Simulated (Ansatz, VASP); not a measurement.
## Two plane-wave programs on AgO

```
Ag O
1.0
     0.00000    2.47467    2.47467
     2.47467    0.00000    2.47467
     2.47467    2.47467    0.00000
Ag O
1 1
Direct
  0.00000 0.00000 0.00000
  0.75000 0.75000 0.75000
```

Alike in both runs: task single point; functional PBEsol; k mesh 14 × 14 × 14; occupations gaussian, width 0.1 eV; no spin polarisation.

|  | VASP | Ansatz |
| --- | --- | --- |
| version | VASP 6.6.1 | Ansatz 0.2.0 |
| potentials or method | VASP PAW PBE potentials, release 64 (Ag, O), cutoff 520 eV | scalar-relativistic, plane waves, PAW |
| valence electrons in the cell | 17 | 25 |

Ansatz gave:

```
gap on the k mesh at the Fermi level (eV) : none
pressure (GPa)                            : 0.0
```

Question: Which values does VASP return?

Answer: gap on the k mesh at the Fermi level (eV): none; pressure (GPa): -0.2.

VASP's potentials were made for PBE, not for PBEsol. A gap of «none» marks a metal or a gap that the smearing closes. VASP's potentials hold 17 valence electrons a cell and Ansatz's 25, so a difference there can come from the potentials and not from the codes.
